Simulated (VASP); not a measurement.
# B in VASP: single point with PBEsol

Aim: the single point of B with PBEsol.

Everything below comes from runs of VASP 6.6.1. Logs are shortened: lines on timing, memory, paths and dates and some standing lists are left out, and cuts for length are marked.

## 1. The cell of the first run

The typed cell holds 8 atoms: a = 1.644 Å, b = 2.840 Å, c = 14.023 Å, α = 90.00°, β = 93.87°, γ = 90.00°.

## 2. Single point, PBEsol

INCAR

```
ALGO = Normal
EDIFF = 1E-6
ENCUT = 520
GGA = PS
ISIF = 2
ISMEAR = 0
LASPH = True
LCHARG = True
LELF = True
LREAL = False
LVHAR = True
LWAVE = False
NBANDS = 22
NELM = 100
PREC = Accurate
SIGMA = 0.1
```

KPOINTS

```
k-points
0
Gamma
  22 14 4
```

POSCAR

```
B
1.0
    1.6443363351     -0.0000636664     -0.0153899445
    0.0003018840      2.8403946523      0.0202450921
   -0.8147683248     -0.0997706472     13.9993000717
B
8
Direct
    0.0920657294      0.2499358352      0.8130729189
    1.0175772457      0.2500527907      0.3775327223
    0.6294020868      0.7499708180      0.8779846963
    0.4802380810      0.7500242157      0.3126225000
    0.9079342706      0.7500641648      0.1869270811
    0.5197619190      0.2499757843      0.6873775000
    0.3705979132      0.2500291820      0.1220153037
   -0.0175772457      0.7499472093      0.6224672777
```

Potentials or basis: VASP PAW PBE potentials, release 64 (B).

Started as:

```
$ cat potpaw_PBE.64/B/POTCAR > POTCAR
$ mpirun -np 1 vasp_std > vasp.out
```

OUTCAR:

```text
EDIFF = 1E-6
   ENCUT = 520
   GGA = PS
   ISIF = 2
   ISMEAR = 0
   LASPH = True
   LREAL = False
   NELM = 100
   PREC = Accurate

 ion  position               nearest neighbor table
   1  0.092  0.250  0.813-   3 1.88   3 1.88   3 1.88   3 1.88   6 1.94   6 1.94
   2  0.018  0.250  0.378-   4 1.88   4 1.88   4 1.88   4 1.88
   3  0.629  0.750  0.878-   1 1.88   1 1.88   1 1.88   1 1.88
   4  0.480  0.750  0.313-   2 1.88   2 1.88   2 1.88   2 1.88   5 1.94   5 1.94
   5  0.908  0.750  0.187-   7 1.88   7 1.88   7 1.88   7 1.88   4 1.94   4 1.94
   6  0.520  0.250  0.687-   8 1.88   8 1.88   8 1.88   8 1.88   1 1.94   1 1.94
   7  0.371  0.250  0.122-   5 1.88   5 1.88   5 1.88   5 1.88
   8  0.982  0.750  0.622-   6 1.88   6 1.88   6 1.88   6 1.88

  LATTYP: Found a simple monoclinic cell.
 ALAT       =     1.6444083548
 B/A-ratio  =     1.7273488110
 C/A-ratio  =     8.5190825394
 COS(beta)  =    -0.0498728109

  Lattice vectors:

 A1 = (   1.6443363351,  -0.0000636664,  -0.0153899445)
 A2 = (  -0.0003018840,  -2.8403946523,  -0.0202450921)
 A3 = (  -0.8295680103,   0.0998343136, -13.9839101272)

Analysis of symmetry for initial positions (statically):
=====================================================================
 Subroutine PRICEL returns:
 Original cell was already a primitive cell.

 Routine SETGRP: Setting up the symmetry group for a
 simple monoclinic supercell.

 Subroutine GETGRP returns: Found  2 space group operations
 (whereof  2 operations were pure point group operations)
 out of a pool of  4 trial point group operations.

The static configuration has the point symmetry S_2 .

Analysis of symmetry for dynamics (positions and initial velocities):
=====================================================================
 Subroutine PRICEL returns:
 Original cell was already a primitive cell.

 Routine SETGRP: Setting up the symmetry group for a
 simple monoclinic supercell.

 Subroutine GETGRP returns: Found  2 space group operations
 (whereof  2 operations were pure point group operations)
 out of a pool of  4 trial point group operations.

The dynamic configuration has the point symmetry S_2 .

 Subroutine INISYM returns: Found  2 space group operations
 (whereof  2 operations are pure point group operations),
 and found     1 'primitive' translations

----------------------------------------------------------------------------------------

                                     Primitive cell

  volume of cell :      65.3523

  direct lattice vectors                    reciprocal lattice vectors
     1.644336335 -0.000063666 -0.015389945     0.608479507 -0.000317069  0.035411641
     0.000301884  2.840394652  0.020245092     0.000037133  0.352045850  0.002511133
    -0.814768325 -0.099770647 13.999300072     0.000668870 -0.000509460  0.071467441

  length of vectors
     1.644408355  2.840466817 14.023344968     0.609509143  0.352054808  0.071472386

  position of ions in fractional coordinates (direct lattice)
     0.092065729  0.249935835  0.813072919
     0.017577246  0.250052791  0.377532722
     0.629402087  0.749970818  0.877984696
     0.480238081  0.750024216  0.312622500
     0.907934271  0.750064165  0.186927081
     0.519761919  0.249975784  0.687377500
     0.370597913  0.250029182  0.122015304
     0.982422754  0.749947209  0.622467278

  ion indices of the primitive-cell ions
   primitive index   ion index
                 1           1
                 2           2
                 3           3
                 4           4
                 5           5
                 6           6
                 7           7
                 8           8

----------------------------------------------------------------------------------------

 KPOINTS: k-points

Automatic generation of k-mesh.
 Grid dimensions read from file:
 generate k-points for:   22   14    4

 Generating k-lattice:

  Cartesian coordinates                     Fractional coordinates (reciprocal lattice)
     0.027658159 -0.000014412  0.001609620     0.045454545 -0.000000000  0.000000000
     0.000002652  0.025146132  0.000179367     0.000000000  0.071428571 -0.000000000
     0.000167218 -0.000127365  0.017866860     0.000000000 -0.000000000  0.250000000

  Length of vectors
     0.027704961  0.025146772  0.017868097

  Shift w.r.t. Gamma in fractional coordinates (k-lattice)
     0.000000000  0.000000000  0.000000000

 Subroutine IBZKPT returns following result:
 ===========================================

 Found    620 irreducible k-points:

 Following reciprocal coordinates:
            Coordinates               Weight
  0.000000  0.000000  0.000000      1.000000
  0.045455  0.000000  0.000000      2.000000
  0.090909  0.000000  0.000000      2.000000
  0.136364 -0.000000  0.000000      2.000000
  0.181818  0.000000  0.000000      2.000000
  0.227273  0.000000  0.000000      2.000000
[... 16 lines left out ...]
 -0.227273  0.071429 -0.000000      2.000000
  0.272727  0.071429  0.000000      2.000000
 [... further k-points ...]
   k-points           NKPTS =    620   k-points in BZ     NKDIM =    620   number of bands    NBANDS=     22
   number of dos      NEDOS =    301   number of ions     NIONS =      8
   total plane-waves  NPLWV =  31104
   dimension x,y,z NGX =    12 NGY =   24 NGZ =  108
   dimension x,y,z NGXF=    24 NGYF=   48 NGZF=  216
   ions per type =               8
   NGX,Y,Z   is equivalent  to a cutoff of  12.13, 14.05, 12.80 a.u.
   NGXF,Y,Z  is equivalent  to a cutoff of  24.26, 28.09, 25.61 a.u.
 SYSTEM =  unknown system
   PREC   = accura    normal or accurate (medium, high low for compatibility)
   ISTART =      0    job   : 0-new  1-cont  2-samecut
   ICHARG =      2    charge: 1-file 2-atom 10-const
   ISPIN  =      1    spin polarized calculation?
   LNONCOLLINEAR =      F non collinear calculations
   LSORBIT =      F    spin-orbit coupling
   LASPH  =      T    aspherical Exc in radial PAW
   ENCUT  =  520.0 eV  38.22 Ry    6.18 a.u.   3.06  5.28 26.07*2*pi/ulx,y,z
   NELM   =    100;   NELMIN=  2; NELMDL= -5     # of ELM steps
   EDIFF  = 0.1E-05   stopping-criterion for ELM
   LREAL  =      F    real-space projection
   EDIFFG = 0.1E-04   stopping-criterion for IOM
   NSW    =      0    number of steps for IOM
   IBRION =     -1    ionic relax: 0-MD 1-quasi-New 2-CG
   NFREE  =      0    steps in history (QN), initial steepest desc. (CG)
   ISIF   =      2    stress and relaxation
   ISYM   =      2    0-nonsym 1-usesym 2-fastsym
   POTIM  = 0.5000    time-step for ionic-motion
   TEBEG  =    0.0;   TEEND  =   0.0 temperature during run
   PSTRESS=    0.0 pullay stress
   NELECT =      24.0000    total number of electrons
   NUPDOWN=      -1.0000    fix difference up-down
   EMIN   =  10.00;   EMAX   =-10.00  energy-range for DOS
   EFERMI =   0.00;   METHOD = LEGACY
   ISMEAR =     0;   SIGMA  =   0.10  broadening in eV -4-tet -1-fermi 0-gaus
   EFERMI_NEDOS =   21; number of points for ismear=-14 and -15
   IALGO  =     38    algorithm
   IMIX   =      4    mixing-type and parameters
     AMIX     =   0.40;   BMIX     =  1.00
     AMIX_MAG =   1.60;   BMIX_MAG =  1.00
  volume/ion in A,a.u.               =       8.17        55.13
  Fermi-wavevector in a.u.,A,eV,Ry     =   1.172352  2.215425 18.699988  1.374410
  Thomas-Fermi vector in A             =   2.308782
   LORBIT       =      0    0 simple, 1 ext, 2 COOP (PROOUT), +10 PAW based schemes
   GGA     = PS    functional components
   LHFCALC =     F    Hartree Fock is set to
   AEXX    =    0.0000 exact exchange contribution
   IVDW    =     0    specifies the selected vdW correction
   LEPSILON=     F    determine dielectric tensor
   LRPA    =     F    only Hartree local field effects (RPA)
 non-spin polarized calculation
 Gauss-broadening in eV      SIGMA  =   0.10
  energy-cutoff  :      520.00
  volume of cell :       65.35
 maximum number of plane-waves:      1797
   NGX =  7   NGY = 11   NGZ = 53

 number of electron      24.0000000 magnetization

 Free energy of the ion-electron system (eV)
  ---------------------------------------------------
  ext. energy  EPLUGINS =         0.00000000
  ---------------------------------------------------
  free energy    TOTEN  =       -52.81397862 eV

  energy without entropy =      -52.80938528  energy(sigma->0) =      -52.81168195

 E-fermi :   5.8356     XC(G=0): -10.8519

 val. band max:        5.8327973240   @ k =  -0.3182   0.3571  -0.2500
 cond. band min:       5.8413916099   @ k =  -0.3182   0.2857   0.2500
 fundamental gap:      0.0085942858
 Fermi energy:         5.8355917890

 k-point     1 :       0.0000    0.0000    0.0000
  band No.  band energies     occupation
      1     -12.0888      2.00000
      2     -12.0709      2.00000
      3     -10.0641      2.00000
      4     -10.0028      2.00000
      5      -5.1006      2.00000
      6      -4.8590      2.00000
[... 14 lines left out ...]
     21      10.8776      0.00000
     22      12.7967      0.00000

 k-point     2 :       0.0455    0.0000    0.0000
  band No.  band energies     occupation
      1     -12.0047      2.00000
      2     -11.9869      2.00000
      3      -9.9835      2.00000
      4      -9.9227      2.00000
      5      -5.0081      2.00000
      6      -4.7682      2.00000
[... 14 lines left out ...]
     21      10.9592      0.00000
     22      12.8221      0.00000

 k-point     3 :       0.0909    0.0000    0.0000
  band No.  band energies     occupation
      1     -11.7529      2.00000
      2     -11.7354      2.00000
      3      -9.7423      2.00000
      4      -9.6833      2.00000
      5      -4.7324      2.00000
      6      -4.4979      2.00000
[... 14 lines left out ...]
     21      11.2586      0.00000
     22      12.9069      0.00000
[... 476 lines left out ...]
 k-point    23 :      -0.2273    0.0714   -0.0000
  band No.  band energies     occupation
      1      -9.9410      2.00000
      2      -9.9261      2.00000
      3      -8.0149      2.00000
      4      -7.9676      2.00000
      5      -2.8585      2.00000
      6      -2.6688      2.00000
[... 14 lines left out ...]
     21      12.9893      0.00000
     22      13.6375      0.00000

 k-point    24 :       0.2727    0.0714    0.0000
  band No.  band energies     occupation
      1      -9.0469      2.00000
      2      -9.0332      2.00000
      3      -7.1721      2.00000
      4      -7.1304      2.00000
      5      -2.0030      2.00000
      6      -1.8367      2.00000
[... 14 lines left out ...]
     21      13.9246      0.00000
     22      14.2998      0.00000

 [... further k-points ...]

------------------------ aborting loop because EDIFF is reached ----------------------------------------

  FORCE on cell =-STRESS in cart. coord.  units (eV):
  Direction    XX          YY          ZZ          XY          YZ          ZX
  --------------------------------------------------------------------------------------
  -------------------------------------------------------------------------------------
  Total        0.2051977      0.0746505      0.0026058     -0.0000729     -0.0011839     -0.0032787
  in kB        5.0306259      1.8301322      0.0638828     -0.0017881     -0.0290246     -0.0803814
  external PRESSURE =       2.3082136 kB  Pullay stress =       0.0000000 kB

 VOLUME and BASIS-vectors are now :
 -----------------------------------------------------------------------------
  energy-cutoff  :      520.00
  volume of cell :       65.35
      direct lattice vectors                 reciprocal lattice vectors
     1.644336335 -0.000063666 -0.015389945     0.608479507 -0.000317069  0.035411641
     0.000301884  2.840394652  0.020245092     0.000037133  0.352045850  0.002511133
    -0.814768325 -0.099770647 13.999300072     0.000668870 -0.000509460  0.071467441

 POSITION                                       TOTAL-FORCE (eV/Angst)
 -----------------------------------------------------------------------------------
     -0.51100      0.62879     11.38609         0.000055      0.000953      0.000167
     -0.27862      0.67258      5.28999         0.000267     -0.000655      0.006849
      0.31982      2.04258     12.29667         0.000204     -0.000788      0.006807
      0.53518      2.09914      4.38429         0.000131      0.000795      0.000197
      1.34087      2.11177      2.61806        -0.000055     -0.000953     -0.000167
      0.29469      0.64142      9.61987        -0.000131     -0.000795     -0.000197
      0.51005      0.69798      1.70749        -0.000204      0.000788     -0.006807
      1.10849      2.06798      8.71417        -0.000267      0.000655     -0.006849
 -----------------------------------------------------------------------------------
    total drift:                                0.000000      0.000000      0.000000

  FREE ENERGIE OF THE ION-ELECTRON SYSTEM (eV)
  ---------------------------------------------------
  free  energy   TOTEN  =       -52.8139786207 eV

  energy  without entropy=      -52.8093852814  energy(sigma->0) =      -52.81168195
```

It took 4.6 min on 1 thread of Intel Xeon 6975P-C (Granite Rapids), shared host; peak memory 0.65 GiB.

Results:

```yaml
Free_energy: -52.8140 eV
Pressure: 0.2 GPa
Largest_force: 0.007 eV/Å
Band_gap_on_the_k_mesh: zero (bands 12 and 13 overlap by 8.28 eV)
```

Forces on the atoms (eV/Å):
```
B    0.000  0.001  0.000
B    0.000 -0.001  0.007
B    0.000 -0.001  0.007
B    0.000  0.001  0.000
B    0.000 -0.001  0.000
B    0.000 -0.001  0.000
B    0.000  0.001 -0.007
B    0.000  0.001 -0.007
```

Stress tensor (GPa, compression positive):
```
 0.50  0.00 -0.01
 0.00  0.18  0.00
-0.01  0.00  0.01
```

Levels at points of the mesh, in eV from the Fermi level:
| k point | band 9 | band 10 | band 11 | band 12 | band 13 | band 14 | band 15 | band 16 | band 17 | band 18 |
| --- | --- | --- | --- | --- | --- | --- | --- | --- | --- | --- |
| (0.00, 0.00, 0.00) | -5.78 | -4.88 | -4.86 | -4.38 | -3.44 | -1.71 | 2.19 | 2.22 | 3.19 | 3.23 |
| (0.50, 0.00, 0.00) | 2.81 | 2.84 | 2.91 | 2.94 | 6.20 | 6.23 | 6.23 | 6.23 | 6.23 | 6.43 |
| (0.00, 0.50, 0.00) | -8.70 | -8.70 | -4.84 | -4.84 | -3.29 | -3.29 | 1.67 | 1.67 | 4.15 | 4.15 |
| (0.50, 0.50, 0.00) | 2.25 | 2.25 | 2.25 | 2.25 | 2.61 | 2.61 | 2.61 | 2.61 | 4.24 | 4.24 |
| (0.00, 0.00, 0.50) | -5.28 | -5.27 | -4.87 | -4.87 | -2.40 | -2.39 | 2.20 | 2.20 | 3.21 | 3.21 |
| (0.50, 0.00, 0.50) | 2.79 | 2.86 | 2.89 | 2.96 | 6.17 | 6.23 | 6.23 | 6.23 | 6.23 | 6.51 |
| (0.00, 0.50, 0.50) | -8.70 | -8.70 | -4.85 | -4.85 | -3.27 | -3.27 | 1.57 | 1.57 | 4.62 | 4.62 |
| (0.50, 0.50, 0.50) | 2.25 | 2.25 | 2.25 | 2.25 | 2.61 | 2.61 | 2.61 | 2.61 | 4.24 | 4.24 |

Caveat: the PAW data sets were made with another functional, which shifts forces and pressure a little.
